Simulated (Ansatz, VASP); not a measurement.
**Zn: VASP beside Ansatz**

INCAR

```
ALGO     = Normal         # electronic algorithm
EDIFF    = 1E-6           # SCF threshold, eV
ENCUT    = 500            # plane-wave cutoff, eV
GGA      = PE             # functional
GGA_COMPAT= F            
ISIF     = 2              # what is computed and relaxed
ISMEAR   = 0              # smearing method
LASPH    = T              # aspherical terms in the spheres
LCHARG   = T              # write CHGCAR
LELF     = T              # ELF
LREAL    = F              # projectors in reciprocal space
LVHAR    = T            
LWAVE    = F              # write WAVECAR
NBANDS   = 19             # bands
NELM     = 120            # most SCF steps
PREC     = Accurate       # precision mode
SIGMA    = 0.15           # smearing width, eV
```

Contents of KPOINTS:

```
k-points
0
Gamma
  24 24 10
```

POSCAR

```
Zn
1.0
    2.6647980532      0.0699509489      0.0000000000
   -1.2718197278      2.2728073356      0.0000000000
    0.0000000000      0.0000000000      4.9467000000
Zn
2
Direct
    0.3333333333      0.6666666667      0.2500000000
    0.6666666667      0.3333333333      0.7500000000
```

Input for Ansatz:

```yaml
crystal:
  lattice:
    - [2.6647980532, 0.0699509489, 0.0]
    - [-1.2718197278, 2.2728073356, 0.0]
    - [0.0, 0.0, 4.9467]
  atoms:
    - { symbol: Zn, position: [0.3333333333, 0.6666666667, 0.25] }
    - { symbol: Zn, position: [0.6666666667, 0.3333333333, 0.75] }
basis:
  ecutwfc: 420
kpoints:
  mp_grid: { grid: [24, 24, 10] }
hamiltonian:
  xc: pbe
scf:
  occupations: { method: gaussian, width: 0.15 }
output:
  forces: true
  stress: true
  eigenvalues: true
  write_density: true
  write_potential: true
  elf: true
  volumetric_format: npy
```

Change from the starting cell: strain +0.0525 x Voigt [0, 0, 0, 0, 0, 1], atoms carried along.

Alike in both runs: task single point; functional PBE; k mesh 24 × 24 × 10; occupations gaussian, width 0.15 eV; no spin polarisation.

|  | VASP | Ansatz |
| --- | --- | --- |
| version | VASP 6.6.1 | Ansatz 0.2.0 |
| potentials or method | VASP PAW PBE potentials, release 64 (Zn), cutoff 500 eV | scalar-relativistic, plane waves, PAW |
| valence electrons in the cell | 24 | 24 |

```csv
,VASP,Ansatz,Ansatz less VASP
gap on the k mesh at the Fermi level (eV),none,none,-
pressure (GPa),0.4,0.1,-0.34
"traceless stress, the component that is largest in VASP (GPa)",-2.86,-2.84,+0.020
rms of the force components (eV/Å),0.011,0.012,+0.0010
```

Atom by atom the forces differ by 0.001 eV/Å (rms over components). A gap of «none» marks a metal or a gap that the smearing closes. With one functional, cell and mesh, what is left measures potentials, basis and numerics.
